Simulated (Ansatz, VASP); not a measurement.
CoO: VASP beside Ansatz

```
CELL_PARAMETERS angstrom
3.23972 0.00000 0.00000
-1.61986 2.80568 0.00000
0.00000 0.00000 5.29752
ATOMIC_POSITIONS crystal
Co 0.33333 0.66667 0.50336
Co 0.00000 0.00000 0.00347
O 0.33333 0.66667 0.87156
O 0.00000 0.00000 0.37161
```

Alike in both runs: task single point; functional r2SCAN; k mesh 10 × 10 × 5; occupations fermi-dirac, width 0.05 eV; collinear spin.

|  | VASP | Ansatz |
| --- | --- | --- |
| version | VASP 6.6.1 | Ansatz 0.2.0 |
| potentials or method | VASP PAW PBE potentials, release 64 (Co, O) | Ansatz PAW |
| plane-wave cutoff (eV) | 520 | 500 |
| valence electrons in the cell | 30 | 46 |

|  | VASP | Ansatz | Ansatz less VASP |
| --- | --- | --- | --- |
| gap on the k mesh at the Fermi level (eV) | 0.53 | 0.70 | +0.169 |
| least direct gap on the mesh (eV) | 0.55 | 0.85 | +0.294 |
| pressure (GPa) | -3.7 | -4.9 | -1.15 |
| traceless stress, the component that is largest in VASP (GPa) | 1.09 | -0.34 | -1.431 |
| net moment per atom (μB) | 1.50 | 0.00 | -1.500 |
| size of the moment on the site where the two differ most (μB) | 2.64 | 2.37 | -0.278 |

The net moments are unlike, so the other rows may belong to different states. VASP's potentials were made for PBE, not for r2SCAN. Site moments also hang on the region over which each program counts them. VASP's potentials hold 30 valence electrons a cell and Ansatz's 46, so a difference there can come from the potentials and not from the codes.

Noted on Ansatz's run: the magnetic or orbital state may not be the lowest; odd divisions of the mesh miss points on the zone boundary, where band edges often lie, so the gap on the mesh can be too wide.
